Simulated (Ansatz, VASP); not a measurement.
# Two plane-wave programs on Rh

INCAR

```
SYSTEM = Rh
PREC = Accurate
ENCUT = 520
EDIFF = 1E-6
ISMEAR = 0
SIGMA = 0.15
LREAL = .FALSE.
LASPH = .TRUE.
NELM = 80
ALGO = Fast
ISIF = 2
LWAVE = .FALSE.
LCHARG = .FALSE.
GGA = CA
NBANDS = 22
```

File KPOINTS:

```
regular mesh
0
G
  21 21 12
  0 0 0
```

File POSCAR:

```
Rh
1.0
    2.7309790422      0.0000000000      0.0000000000
   -1.3654895211      2.3650972278      0.0000000000
    0.0000000000      0.0000000000      4.4284890000
Rh
2
Direct
    0.6032443269      0.2064886538      0.6822568036
    0.3333333333      0.6666666667      0.2500000000
```

Input for Ansatz:

```yaml
crystal:
  lattice:
    - [2.7309790422, 0.0, 0.0]
    - [-1.3654895211, 2.3650972278, 0.0]
    - [0.0, 0.0, 4.428489]
  atoms:
    - { symbol: Rh, position: [0.6032443269, 0.2064886538, 0.6822568036] }
    - { symbol: Rh, position: [0.3333333333, 0.6666666667, 0.25] }
basis:
  ecutwfc: 420
kpoints:
  mp_grid: { grid: [21, 21, 12] }
hamiltonian:
  xc: lda
scf:
  occupations: { method: gaussian, width: 0.15 }
output:
  forces: true
  stress: true
  eigenvalues: true
```

Alike in both runs: task single point; functional LDA; k mesh 21 × 21 × 12; occupations gaussian, width 0.15 eV; no spin polarisation.

```csv
,VASP,Ansatz
version,VASP 6.6.1,Ansatz 0.2.0
potentials or method,"VASP PAW LDA potentials, release 64 (Rh_pv), cutoff 520 eV","scalar-relativistic, plane waves, PAW"
valence electrons in the cell,30,34
```

|  | VASP | Ansatz | Ansatz less VASP |
| --- | --- | --- | --- |
| gap on the k mesh at the Fermi level (eV) | none | none | - |
| pressure (GPa) | -1.8 | -3.0 | -1.16 |
| traceless stress, the component that is largest in VASP (GPa) | 15.62 | 15.24 | -0.379 |
| rms of the force components (eV/Å) | 2.196 | 2.136 | -0.0599 |

LDA's correlation is that of Perdew and Zunger in VASP and of Perdew and Wang (1992) in Ansatz. Atom by atom the forces differ by 0.060 eV/Å (rms over components). A gap of «none» marks a metal or a gap that the smearing closes. VASP's potentials hold 30 valence electrons a cell and Ansatz's 34, so a difference there can come from the potentials and not from the codes.
